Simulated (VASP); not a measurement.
Runs of VASP 6.6.1 on P. The structure is that of space group Pm-3m (No. 221), or close to it. The cells are those of the table. The cell was generated, and may not be a known phase.

```tsv
task	cell	k mesh	cutoff (eV)	gap on the mesh (eV)	pressure (GPa)
single point	a = 2.500, b = 2.500, c = 2.367 Å, 1 atom	8 × 8 × 6	520	none	-0.2
single point	a = 2.474, b = 2.474, c = 2.458 Å, 1 atom	22 × 22 × 24	520	none	(b)
single point	a = 2.421, b = 2.421, c = 2.418 Å, 1 atom	22 × 22 × 24	520	none	(c)
relaxation of cell and atoms	relaxed from a = 2.385, b = 2.385, c = 2.581 Å, 1 atom	8 × 8 × 6	600	none	0.0
single point	a = 2.385, b = 2.385, c = 2.581 Å, 1 atom	8 × 8 × 4	520	none	-0.3
single point	a = 2.341, b = 2.341, c = 2.346 Å, 1 atom	22 × 22 × 24	520	none	(a)
single point	a = 2.534, b = 2.534, c = 2.503 Å, 1 atom	22 × 22 × 24	520	none	-8.4
single point	a = 2.395 Å, 1 atom	22 × 22 × 24	520	none	7.8
single point	a = 2.501, b = 2.501, c = 2.476 Å, 1 atom	22 × 22 × 24	520	none	-5.4
single point	a = 2.368, b = 2.368, c = 2.371 Å, 1 atom	22 × 22 × 24	520	none	12.9
```

Alike in all rows: level PBE; potentials or basis VASP PAW PBE potentials, release 64 (P); no spin polarisation; smearing gaussian 0.1 eV.

Estimate the missing entries.

(a) 19.0; (b) -3.1; (c) 3.5.

Caveats: some runs use coarse meshes; an odd number of electrons without spin polarisation forces a metal; a magnetic or distorted state may lie lower; the cell stands under pressure (at least some runs); the cell stands under tension (at least some runs).

A gap of «none» marks levels without a gap at the run's occupations.
